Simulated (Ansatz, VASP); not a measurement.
# One calculation of Ru, two programs

```
CELL_PARAMETERS angstrom
2.72372 0.00000 0.00000
-1.36186 2.35881 0.00000
0.00000 0.00000 4.31026
ATOMIC_POSITIONS crystal
Ru 0.66667 0.33333 0.75000
Ru 0.33333 0.66667 0.25000
```

Alike in both runs: task single point; functional r2SCANh; k mesh 6 × 6 × 3; occupations fermi-dirac, width 0.05 eV; no spin polarisation.

```csv
,VASP,Ansatz
version,VASP 6.6.1,Ansatz 0.2.0
potentials or method,"VASP PAW PBE potentials, release 64 (Ru_pv)",Ansatz PAW
plane-wave cutoff (eV),520,500
valence electrons in the cell,28,32
```

```tsv
	VASP	Ansatz	Ansatz less VASP
gap on the k mesh at the Fermi level (eV)	none	none	-
pressure (GPa)	-10.9	-12.2	-1.33
traceless stress, the component that is largest in VASP (GPa)	-5.38	-5.49	-0.115
```

VASP's potentials were made for PBE, not for r2SCANh. A gap of «none» marks a metal or a gap that the smearing closes. VASP's potentials hold 28 valence electrons a cell and Ansatz's 32, so a difference there can come from the potentials and not from the codes.

The k mesh is coarse, so the values compare programs but aren't converged.
